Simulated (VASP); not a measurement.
# Au (Im-3m) in VASP: single point with r2SCAN

Aim: the single point of Au with r2SCAN.

Program: VASP 6.6.1. These are calculated values, not measurements. Logs are shortened: lines on timing, memory, paths and dates and some standing lists are left out, and cuts for length are marked.

### 1 The cell of the first run

The structure is cubic, space group Im-3m (No. 229). The conventional cell has a = 3.315 Å, b = 3.315 Å, c = 3.315 Å, α = 90.00°, β = 90.00°, γ = 90.00°. Au (site symmetry m-3m) has 14 Au at 2.87 to 3.31 Å within 3.8 Å.

### 2 Single point, r2SCAN

POSCAR

```
Au
1.0
   -1.6572690000      1.6572690000      1.6572690000
    1.6572690000     -1.6572690000      1.6572690000
    1.6572690000      1.6572690000     -1.6572690000
Au
1
Direct
    0.0000000000      0.0000000000      0.0000000000
```

INCAR.step1

```
ALGO     = Normal         # electronic algorithm
EDIFF    = 1E-4           # SCF threshold, eV
ENCUT    = 520            # plane-wave cutoff, eV
GGA      = PE             # functional
ISMEAR   = 0              # smearing method
LASPH    = T              # aspherical terms in the spheres
LCHARG   = F              # write CHGCAR
LREAL    = F              # projectors in reciprocal space
LWAVE    = T              # write WAVECAR
NBANDS   = 12             # bands
NELM     = 60             # most SCF steps
PREC     = Accurate       # precision mode
SIGMA    = 0.15           # smearing width, eV
```

INCAR.step2

```
ALGO     = Normal         # electronic algorithm
EDIFF    = 1E-6           # SCF threshold, eV
ENCUT    = 520            # plane-wave cutoff, eV
ISIF     = 2              # what is computed and relaxed
ISMEAR   = 0              # smearing method
ISTART   = 1            
LASPH    = T              # aspherical terms in the spheres
LCHARG   = F              # write CHGCAR
LMIXTAU  = T            
LREAL    = F              # projectors in reciprocal space
LWAVE    = F              # write WAVECAR
METAGGA  = R2SCAN         # meta-GGA
NBANDS   = 12             # bands
NELM     = 60             # most SCF steps
PREC     = Accurate       # precision mode
SIGMA    = 0.15           # smearing width, eV
```

KPOINTS

```
k-points
0
Gamma
  24 24 24
```

Potentials or basis: VASP PAW PBE potentials, release 64 (Au).

Launch:

```sh
$ cat potpaw_PBE.64/Au/POTCAR > POTCAR
$ cp INCAR.step1 INCAR
$ mpirun -np 1 vasp_std > vasp.out
$ cp INCAR.step2 INCAR
$ mpirun -np 1 vasp_std > vasp.out
```

OUTCAR:

```text
EDIFF = 1E-6
   ENCUT = 520
   ISIF = 2
   ISMEAR = 0
   ISTART = 1
   LASPH = T
   LREAL = F
   METAGGA = R2SCAN
   NELM = 60
   PREC = Accurate

 ion  position               nearest neighbor table
   1  0.000  0.000  0.000-

  LATTYP: Found a body centered cubic cell.
 ALAT       =     3.3145380000

  Lattice vectors:

 A1 = (  -1.6572690000,   1.6572690000,   1.6572690000)
 A2 = (   1.6572690000,  -1.6572690000,   1.6572690000)
 A3 = (   1.6572690000,   1.6572690000,  -1.6572690000)

Analysis of symmetry for initial positions (statically):
=====================================================================
 Subroutine PRICEL returns:
 Original cell was already a primitive cell.

 Routine SETGRP: Setting up the symmetry group for a
 body centered cubic supercell.

 Subroutine GETGRP returns: Found 48 space group operations
 (whereof 48 operations were pure point group operations)
 out of a pool of 48 trial point group operations.

The static configuration has the point symmetry O_h .

Analysis of symmetry for dynamics (positions and initial velocities):
=====================================================================
 Subroutine PRICEL returns:
 Original cell was already a primitive cell.

 Routine SETGRP: Setting up the symmetry group for a
 body centered cubic supercell.

 Subroutine GETGRP returns: Found 48 space group operations
 (whereof 48 operations were pure point group operations)
 out of a pool of 48 trial point group operations.

The dynamic configuration has the point symmetry O_h .

 Subroutine INISYM returns: Found 48 space group operations
 (whereof 48 operations are pure point group operations),
 and found     1 'primitive' translations

----------------------------------------------------------------------------------------

                                     Primitive cell

  volume of cell :      18.2070

  direct lattice vectors                    reciprocal lattice vectors
    -1.657269000  1.657269000  1.657269000     0.000000000  0.301701172  0.301701172
     1.657269000 -1.657269000  1.657269000     0.301701172  0.000000000  0.301701172
     1.657269000  1.657269000 -1.657269000     0.301701172  0.301701172  0.000000000

  length of vectors
     2.870474110  2.870474110  2.870474110     0.426669890  0.426669890  0.426669890

  position of ions in fractional coordinates (direct lattice)
     0.000000000  0.000000000  0.000000000

  ion indices of the primitive-cell ions
   primitive index   ion index
                 1           1

----------------------------------------------------------------------------------------

 KPOINTS: k-points

Automatic generation of k-mesh.
 Grid dimensions read from file:
 generate k-points for:   24   24   24

 Generating k-lattice:

  Cartesian coordinates                     Fractional coordinates (reciprocal lattice)
     0.000000000  0.012570882  0.012570882     0.041666667  0.000000000  0.000000000
     0.012570882  0.000000000  0.012570882     0.000000000  0.041666667  0.000000000
     0.012570882  0.012570882  0.000000000     0.000000000  0.000000000  0.041666667

  Length of vectors
     0.017777912  0.017777912  0.017777912

  Shift w.r.t. Gamma in fractional coordinates (k-lattice)
     0.000000000  0.000000000  0.000000000

 Subroutine IBZKPT returns following result:
 ===========================================

 Found    413 irreducible k-points:

 Following reciprocal coordinates:
            Coordinates               Weight
  0.000000  0.000000  0.000000      1.000000
  0.041667  0.000000  0.000000     12.000000
  0.083333  0.000000  0.000000     12.000000
  0.125000  0.000000  0.000000     12.000000
  0.166667  0.000000  0.000000     12.000000
  0.208333  0.000000  0.000000     12.000000
[... 16 lines left out ...]
  0.416667  0.041667  0.000000     48.000000
  0.458333  0.041667  0.000000     48.000000
 [... further k-points ...]
   k-points           NKPTS =    413   k-points in BZ     NKDIM =    413   number of bands    NBANDS=     12
   number of dos      NEDOS =    301   number of ions     NIONS =      1
   total plane-waves  NPLWV =  13824
   dimension x,y,z NGX =    24 NGY =   24 NGZ =   24
   dimension x,y,z NGXF=    48 NGYF=   48 NGZF=   48
   ions per type =               1
   NGX,Y,Z   is equivalent  to a cutoff of  13.90, 13.90, 13.90 a.u.
   NGXF,Y,Z  is equivalent  to a cutoff of  27.80, 27.80, 27.80 a.u.
 SYSTEM =  unknown system
   PREC   = accura    normal or accurate (medium, high low for compatibility)
   ISTART =      1    job   : 0-new  1-cont  2-samecut
   ICHARG =      0    charge: 1-file 2-atom 10-const
   ISPIN  =      1    spin polarized calculation?
   LNONCOLLINEAR =      F non collinear calculations
   LSORBIT =      F    spin-orbit coupling
   LASPH  =      T    aspherical Exc in radial PAW
   ENCUT  =  520.0 eV  38.22 Ry    6.18 a.u.   5.34  5.34  5.34*2*pi/ulx,y,z
   NELM   =     60;   NELMIN=  2; NELMDL=  0     # of ELM steps
   EDIFF  = 0.1E-05   stopping-criterion for ELM
   LREAL  =      F    real-space projection
   EDIFFG = 0.1E-04   stopping-criterion for IOM
   NSW    =      0    number of steps for IOM
   IBRION =     -1    ionic relax: 0-MD 1-quasi-New 2-CG
   NFREE  =      0    steps in history (QN), initial steepest desc. (CG)
   ISIF   =      2    stress and relaxation
   ISYM   =      2    0-nonsym 1-usesym 2-fastsym
   POTIM  = 0.5000    time-step for ionic-motion
   TEBEG  =    0.0;   TEEND  =   0.0 temperature during run
   PSTRESS=    0.0 pullay stress
   NELECT =      11.0000    total number of electrons
   NUPDOWN=      -1.0000    fix difference up-down
   EMIN   =  10.00;   EMAX   =-10.00  energy-range for DOS
   EFERMI =   0.00;   METHOD = LEGACY
   ISMEAR =     0;   SIGMA  =   0.15  broadening in eV -4-tet -1-fermi 0-gaus
   EFERMI_NEDOS =   21; number of points for ismear=-14 and -15
   IALGO  =     38    algorithm
   IMIX   =      4    mixing-type and parameters
     AMIX     =   0.40;   BMIX     =  1.00
     AMIX_MAG =   1.60;   BMIX_MAG =  1.00
  volume/ion in A,a.u.               =      18.21       122.87
  Fermi-wavevector in a.u.,A,eV,Ry     =   1.383968  2.615320 26.060157  1.915367
  Thomas-Fermi vector in A             =   2.508516
   LORBIT       =      0    0 simple, 1 ext, 2 COOP (PROOUT), +10 PAW based schemes
   METAGGA = R2SCAN    functional components
   LHFCALC =     F    Hartree Fock is set to
   AEXX    =    0.0000 exact exchange contribution
   IVDW    =     0    specifies the selected vdW correction
   LEPSILON=     F    determine dielectric tensor
   LRPA    =     F    only Hartree local field effects (RPA)
 non-spin polarized calculation
 Gauss-broadening in eV      SIGMA  =   0.15
  energy-cutoff  :      520.00
  volume of cell :       18.21
 maximum number of plane-waves:       500
 NGX is ok and might be reduce to    24
   NGX = 11   NGY = 11   NGZ = 11

 number of electron      10.9999998 magnetization

 Free energy of the ion-electron system (eV)
  ---------------------------------------------------
  ext. energy  EPLUGINS =         0.00000000
  ---------------------------------------------------
  free energy    TOTEN  =       -50.56876707 eV

  energy without entropy =      -50.56579663  energy(sigma->0) =      -50.56728185

 E-fermi :   8.3350     XC(G=0): -13.1583

 val. band max:        8.3191330937   @ k =   0.5000   0.5000   0.0417
 cond. band min:       8.3874614195   @ k =  -0.3333   0.4167   0.2083
 fundamental gap:      0.0683283258
 Fermi energy:         8.3349794380

 k-point     1 :       0.0000    0.0000    0.0000
  band No.  band energies     occupation
      1      -1.0987      2.00000
      2       3.4875      2.00000
      3       3.4875      2.00000
      4       3.4875      2.00000
      5       5.2667      2.00000
      6       5.2667      2.00000
      7      25.6627      0.00000
      8      25.6627      0.00000
      9      25.6627      0.00000
     10      32.3101      0.00000
     11      32.3101      0.00000
     12      32.3101      0.00000

 k-point     2 :       0.0417    0.0000    0.0000
  band No.  band energies     occupation
      1      -1.0357      2.00000
      2       3.4688      2.00000
      3       3.4901      2.00000
      4       3.5302      2.00000
      5       5.2440      2.00000
      6       5.2677      2.00000
      7      25.6411      0.00000
      8      25.6773      0.00000
      9      25.7379      0.00000
     10      31.5272      0.00000
     11      31.5397      0.00000
     12      32.0675      0.00000

 k-point     3 :       0.0833    0.0000    0.0000
  band No.  band energies     occupation
      1      -0.8494      2.00000
      2       3.4143      2.00000
      3       3.4970      2.00000
      4       3.6571      2.00000
      5       5.1829      2.00000
      6       5.2713      2.00000
      7      25.5039      0.00000
      8      25.6845      0.00000
      9      25.9599      0.00000
     10      30.2050      0.00000
     11      30.5038      0.00000
     12      31.3959      0.00000
[... 286 lines left out ...]
 k-point    23 :       0.4167    0.0417    0.0000
  band No.  band energies     occupation
      1       1.4005      2.00000
      2       2.5403      2.00000
      3       5.0808      2.00000
      4       5.3715      2.00000
      5       6.2975      2.00000
      6       7.4533      2.00000
      7      12.8160      0.00000
      8      21.4365      0.00000
      9      22.4324      0.00000
     10      30.0443      0.00000
     11      30.4117      0.00000
     12      32.1996      0.00000

 k-point    24 :       0.4583    0.0417    0.0000
  band No.  band energies     occupation
      1       1.3863      2.00000
      2       2.5101      2.00000
      3       5.1175      2.00000
      4       5.3786      2.00000
      5       6.5112      2.00000
      6       8.2145      1.74415
      7      11.7456      0.00000
      8      21.2795      0.00000
      9      22.1472      0.00000
     10      30.1938      0.00000
     11      30.5734      0.00000
     12      31.9847      0.00000

 [... further k-points ...]

------------------------ aborting loop because EDIFF is reached ----------------------------------------

  FORCE on cell =-STRESS in cart. coord.  units (eV):
  Direction    XX          YY          ZZ          XY          YZ          ZX
  --------------------------------------------------------------------------------------
  -------------------------------------------------------------------------------------
  Total       -0.5084570     -0.5084570     -0.5084570      0.0000000      0.0000000      0.0000000
  in kB      -44.7430732    -44.7430732    -44.7430732      0.0000000      0.0000000      0.0000000
  external PRESSURE =     -44.7430732 kB  Pullay stress =       0.0000000 kB

 VOLUME and BASIS-vectors are now :
 -----------------------------------------------------------------------------
  energy-cutoff  :      520.00
  volume of cell :       18.21
      direct lattice vectors                 reciprocal lattice vectors
    -1.657269000  1.657269000  1.657269000     0.000000000  0.301701172  0.301701172
     1.657269000 -1.657269000  1.657269000     0.301701172  0.000000000  0.301701172
     1.657269000  1.657269000 -1.657269000     0.301701172  0.301701172  0.000000000

 POSITION                                       TOTAL-FORCE (eV/Angst)
 -----------------------------------------------------------------------------------
      0.00000      0.00000      0.00000        -0.000000      0.000000     -0.000000
 -----------------------------------------------------------------------------------
    total drift:                               -0.000000      0.000000      0.000000

  FREE ENERGIE OF THE ION-ELECTRON SYSTEM (eV)
  ---------------------------------------------------
  free  energy   TOTEN  =       -50.5687670652 eV

  energy  without entropy=      -50.5657966253  energy(sigma->0) =      -50.56728185
```

Wall time 4.5 min (1 thread of Intel Xeon Platinum 8259CL at 2.50GHz (Skylake/Cascade Lake), shared host); peak memory 0.22 GiB.

Results:

```yaml
Free_energy: -50.5688 eV
Pressure: -4.5 GPa
```

Caveat: the PAW data sets were made with another functional, which shifts forces and pressure a little; spin-orbit coupling is left out, which moves the levels of the heavy elements.
